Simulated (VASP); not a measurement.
Set up this calculation in VASP 6.6.1, as the native input.

```yaml
Task: single point
Functional: PBEsol
Potentials_or_basis: VASP PAW PBE potentials, release 64 (Co, Pt, O)
Cutoff: 520 eV
k_mesh: 18 × 18 × 18
Occupations: gaussian, width 0.1 eV
Spin: no spin polarisation
Dipole_correction: no
Further_INCAR_settings: ALGO = Normal; EDIFF = 1e-06; NBANDS = 24
```

The structure of CoPtO2 lies in POSCAR:

```
CoPtO2
1.0
    1.3874530712      0.8010464041      5.8683152791
   -1.3874530712      0.8010464041      5.8683152791
    0.0000000000     -1.6020928083      5.8683152791
Co Pt O
1 1 2
Direct
    0.5000000000      0.5000000000      0.5000000000
    0.0000000000      0.0000000000      0.0000000000
    0.8880596934      0.8880596934      0.8880596934
    0.1119403066      0.1119403066      0.1119403066
```

One way to write it, as run:

INCAR

```
PREC = Accurate
ENCUT = 520
EDIFF = 1E-6
ISMEAR = 0
SIGMA = 0.1
LREAL = F
LASPH = T
NELM = 80
ALGO = Normal
ISIF = 2
LWAVE = F
LCHARG = F
GGA = PS
NBANDS = 24
```

KPOINTS

```
regular mesh
0
Gamma
  18 18 18
```

Potentials or basis: VASP PAW PBE potentials, release 64 (Co, Pt, O).

The run is started by

```bash
$ cat potpaw_PBE.64/Co/POTCAR potpaw_PBE.64/Pt/POTCAR potpaw_PBE.64/O/POTCAR > POTCAR
$ mpirun -np 1 vasp_std > vasp.out
```

Results of the run:

The pressure is 8.7 GPa. The largest force is 0.006 eV/Å. The band gap on the k mesh is zero (an odd number of electrons rules out a gap without spin polarisation).

Caveat: the cell stands under pressure; the PAW data sets were made with another functional, which shifts forces and pressure a little; spin-orbit coupling is left out, which moves the levels of the heavy elements; an odd number of electrons without spin polarisation forces a metal; a magnetic or distorted state may lie lower; the run has no spin polarisation, though such a crystal can be magnetic; semilocal functionals often make such compounds metallic where correlation or magnetic order opens a gap, which also shifts bond lengths.

It took 22 min on 1 thread of AMD EPYC 9R45 96-Core Processor (Zen 5), with other jobs on the host, peak memory 0.74 GiB.
